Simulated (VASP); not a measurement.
Write the native input for VASP 6.6.1 that does the following.

```yaml
Task: single point
Functional: r2SCAN
Potentials_or_basis: VASP PAW PBE potentials, release 64 (Sc_sv, Al)
Cutoff: 520 eV
k_mesh: 10 × 10 × 10
Occupations: gaussian, width 0.1 eV
Spin: no spin polarisation
Dipole_correction: no
Further_INCAR_settings: ALGO = Normal; EDIFF = 1e-06; NBANDS = 18
```

The system is ScAl3.

```
CELL_PARAMETERS angstrom
3.91510 0.00000 0.00000
0.00000 3.91510 0.00000
0.00000 0.00000 3.91510
ATOMIC_POSITIONS crystal
Sc 0.00000 0.00000 0.00000
Al 0.50000 0.00000 0.50000
Al 0.00000 0.50000 0.50000
Al 0.50000 0.50000 0.00000
```

This cell differs from its parent crystal: volume scaled by 0.88.

These files were run (other wordings do the same):

POSCAR

```
ScAl3
1.0
    3.9151042252      0.0000000000      0.0000000000
    0.0000000000      3.9151042252      0.0000000000
    0.0000000000      0.0000000000      3.9151042252
Sc Al
1 3
Direct
    0.0000000000      0.0000000000      0.0000000000
    0.5000000000      0.0000000000      0.5000000000
    0.0000000000      0.5000000000      0.5000000000
    0.5000000000      0.5000000000      0.0000000000
```

INCAR.step1

```
PREC = Accurate ; ENCUT = 520
ISMEAR = 0 ; SIGMA = 0.1
LREAL = F ; LASPH = T
NELM = 100 ; NBANDS = 18
GGA = PE ; ALGO = Normal
EDIFF = 1E-4 ; LWAVE = T
LCHARG = F
```

INCAR.step2

```
PREC = Accurate ; ENCUT = 520
EDIFF = 1E-6 ; ISMEAR = 0
SIGMA = 0.1 ; LREAL = F
LASPH = T ; NELM = 100
ALGO = Normal ; ISIF = 2
LWAVE = F ; LCHARG = F
METAGGA = R2SCAN ; LMIXTAU = T
NBANDS = 18 ; ISTART = 1
```

KPOINTS

```
Automatic mesh
0
Gamma
  10 10 10
```

Potentials or basis: VASP PAW PBE potentials, release 64 (Sc_sv, Al).

The run is started by

```sh
$ cat potpaw_PBE.64/Sc_sv/POTCAR potpaw_PBE.64/Al/POTCAR > POTCAR
$ cp INCAR.step1 INCAR
$ mpirun -np 1 vasp_std > vasp.out
$ cp INCAR.step2 INCAR
$ mpirun -np 1 vasp_std > vasp.out
```

Results of the run:

```
Pressure               : 15.5 GPa
Band gap on the k mesh : zero (band 10 reaches 9.73 eV, above the bottom of band 11 at 5.15 eV)
```

Caveat: the PAW data sets were made with another functional, which shifts forces and pressure a little.

Wall time 2.7 min on 1 thread of Intel Xeon 6975P-C (shared host), peak memory 0.21 GiB.
